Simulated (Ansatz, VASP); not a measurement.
One calculation of KZr2, two programs

INCAR

```
SYSTEM = KZr2
  ALGO = Normal
  EDIFF = 1E-7
  ENCUT = 520
  GGA = PS
  ISIF = 2
  ISMEAR = -1
  LASPH = .TRUE.
  LCHARG = .FALSE.
  LREAL = .FALSE.
  LWAVE = .FALSE.
  NBANDS = 24
  NELM = 60
  PREC = Accurate
  SIGMA = 0.05
```

Contents of KPOINTS:

```
k-points
0
G
  7 7 7
  0 0 0
```

Contents of POSCAR:

```
KZr2
1.0
    0.0000000000      3.5791200000      3.5791200000
    3.5791200000      0.0000000000      3.5791200000
    3.5791200000      3.5791200000      0.0000000000
K Zr
1 2
Direct
    0.0000000000      0.0000000000      0.0000000000
    0.2500000000      0.2500000000      0.2500000000
    0.7500000000      0.7500000000      0.7500000000
```

File input.yaml:

```yaml
crystal:
  lattice:
    - [0.0, 3.57912, 3.57912]
    - [3.57912, 0.0, 3.57912]
    - [3.57912, 3.57912, 0.0]
  atoms:
    - { symbol: K, position: [0.0, 0.0, 0.0] }
    - { symbol: Zr, position: [0.25, 0.25, 0.25] }
    - { symbol: Zr, position: [0.75, 0.75, 0.75] }
hamiltonian:
  xc: pbesol
  pseudopotentials: { kind: paw }
kpoints:
  mp_grid: { grid: [7, 7, 7] }
  band_path:
    path:
      - [[0.0, 0.0, 0.0], [0.5, 0.0, 0.5], [0.5, 0.25, 0.75], [0.375, 0.375, 0.75], [0.0, 0.0, 0.0], [0.5, 0.5, 0.5], [0.625, 0.25, 0.625], [0.5, 0.25, 0.75], [0.5, 0.5, 0.5], [0.375, 0.375, 0.75]]
      - [[0.625, 0.25, 0.625], [0.5, 0.0, 0.5]]
    npoints: 14
scf:
  occupations: { method: fermi_dirac, width: 0.05 }
  n_extra_bands: 7
output:
  forces: true
  stress: true
  eigenvalues: true
  fatbands: false
```

Alike in both runs: functional PBEsol; k mesh 7 × 7 × 7; occupations fermi-dirac, width 0.05 eV; no spin polarisation.

|  | VASP | Ansatz |
| --- | --- | --- |
| version | VASP 6.6.1 | Ansatz 0.2.0 |
| potentials or method | VASP PAW PBE potentials, release 64 (K_sv, Zr_sv) | Ansatz PAW |
| plane-wave cutoff (eV) | 520 | 420 |
| valence electrons in the cell | 33 | 33 |
| task | single point | band structure |

Ansatz gave:

```
gap on the k mesh at the Fermi level (eV) : none
pressure (GPa)                            : -2.1
```

Question: What did VASP give for the same quantities?

Answer: gap on the k mesh at the Fermi level (eV): none; pressure (GPa): -2.0.

VASP's potentials were made for PBE, not for PBEsol. A gap of «none» marks a metal or a gap that the smearing closes.
